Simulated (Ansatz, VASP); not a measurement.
This is a calculation of W for Ansatz 0.2.0.

Contents of input:

```
crystal:
  lattice:
    - [0.0, 2.0434441004, 2.0434441004]
    - [2.0434441004, 0.0, 2.0434441004]
    - [2.0434441004, 2.0434441004, 0.0]
  atoms:
    - { symbol: W, position: [0.0, 0.0, 0.0] }
hamiltonian:
  xc: hse06
  pseudopotentials: { kind: paw }
kpoints:
  mp_grid: { grid: [6, 6, 6] }
scf:
  occupations: { method: fermi_dirac, width: 0.05 }
output:
  forces: true
  stress: true
  eigenvalues: true
```

Question: Set up the same calculation for VASP 6.6.1. Potentials there: VASP PAW PBE potentials, release 64 (W_sv).

Answer: As run (the cutoff follows the program's own potentials):

POSCAR

```
W
1.0
    0.0000000000      2.0434441004      2.0434441004
    2.0434441004      0.0000000000      2.0434441004
    2.0434441004      2.0434441004      0.0000000000
W
1
Direct
    0.0000000000      0.0000000000      0.0000000000
```

INCAR.step1

```
PREC = Accurate ; ENCUT = 520
EDIFF = 1E-5 ; ISMEAR = -1
SIGMA = 0.05 ; LREAL = False
LASPH = True ; NELM = 80
ALGO = Normal ; ISIF = 2
LWAVE = True ; LCHARG = False
GGA = PE ; NBANDS = 13
```

INCAR.step2

```
PREC = Accurate ; ENCUT = 520
EDIFF = 1E-7 ; ISMEAR = -1
SIGMA = 0.05 ; LREAL = False
LASPH = True ; NELM = 80
ALGO = Normal ; ISIF = 2
LWAVE = False ; LCHARG = False
GGA = PE ; LHFCALC = True
HFSCREEN = 0.2079 ; PRECFOCK = Normal
ISTART = 1 ; NBANDS = 13
```

File KPOINTS:

```
Automatic mesh
0
Gamma
  6 6 6
```

Potentials or basis: VASP PAW PBE potentials, release 64 (W_sv).

The run is started by

```console
$ cat potpaw_PBE.64/W_sv/POTCAR > POTCAR
$ cp INCAR.step1 INCAR
$ mpirun -np 1 vasp_std > vasp.out
$ cp INCAR.step2 INCAR
$ mpirun -np 1 vasp_std > vasp.out
```

Both were run:

|  | VASP | Ansatz | Ansatz less VASP |
| --- | --- | --- | --- |
| gap on the k mesh at the Fermi level (eV) | none | none | - |
| pressure (GPa) | -14.8 | -14.4 | +0.45 |

A gap of «none» marks a metal or a gap that the smearing closes. The functional is the same, so the differences come from potentials, cutoffs and numerics.

The k mesh is coarse, so the values compare programs but aren't converged. Spin-orbit coupling is off throughout.
